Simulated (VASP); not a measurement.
**KTaO3: single point with PBEsol**

The system is KTaO3.

```
K Ta O
1.0
     3.38755    0.00000    0.00000
     0.00000    3.98536    0.00000
     0.00000    0.00000    4.42375
K Ta O
1 1 3
Cartesian
  1.6938 1.9927 2.2119
  0.0000 0.0000 0.0000
  1.6938 0.0000 0.0000
  0.0000 1.9927 0.0000
  0.0000 0.0000 2.2119
```

This cell differs from its parent crystal: normal strain along x -0.1500, normal strain along z +0.1100.

```
Program                : VASP 6.6.1
Task                   : single point
Functional             : PBEsol
Potentials or basis    : VASP PAW PBE potentials, release 64 (K_sv, Ta_sv_GW, O)
Cutoff                 : 700 eV
k mesh                 : 8 × 8 × 8
Occupations            : gaussian, width 0.05 eV
Spin                   : no spin polarisation
Dipole correction      : no
Further INCAR settings : ALGO = Normal; EDIFF = 1e-06; NBANDS = 28
```

```yaml
Pressure: 40.0 GPa
Band_gap_on_the_k_mesh: 1.64 eV
```

Stress tensor (GPa, compression positive):
```
135.49   0.00   0.00
  0.00   7.23   0.00
  0.00   0.00 -22.65
```

Levels at points of the mesh, in eV from the valence-band top:
```csv
k point,band 17,band 18,band 19,band 20,band 21,band 22,band 23,band 24
"(0.00, 0.00, 0.00)",-0.84,-0.45,-0.34,0.00,1.64,2.02,2.08,4.25
"(0.50, 0.00, 0.00)",-2.16,-1.57,-0.92,-0.85,2.16,5.10,7.61,7.64
"(0.00, 0.50, 0.00)",-1.34,-1.20,-0.89,-0.19,2.14,4.75,4.76,4.78
"(0.50, 0.50, 0.00)",-1.57,-0.81,-0.72,-0.52,4.96,5.38,7.50,8.58
"(0.00, 0.00, 0.50)",-1.44,-1.32,-1.06,-0.30,2.13,3.64,3.67,7.04
"(0.50, 0.00, 0.50)",-1.96,-1.83,-1.66,-0.68,3.84,7.55,7.57,8.03
"(0.00, 0.50, 0.50)",-2.70,-1.42,-0.49,-0.35,3.70,4.77,5.40,8.47
"(0.50, 0.50, 0.50)",-3.20,-0.58,-0.18,-0.03,5.70,7.70,8.18,8.19
```

It took 6.6 min on 1 thread of Intel(R) Xeon(R) Platinum 8259CL CPU @ 2.50GHz (Skylake/Cascade Lake), on a shared host, peak memory 0.45 GiB.

Caveat: the cell differs from its parent crystal (normal strain along x -0.1500, normal strain along z +0.1100); the stress differs along the axes, from -23 to 135 GPa; the PAW data sets were made with another functional, which shifts forces and pressure a little; spin-orbit coupling is left out, which moves the levels of the heavy elements. A k mesh can miss the band edges.
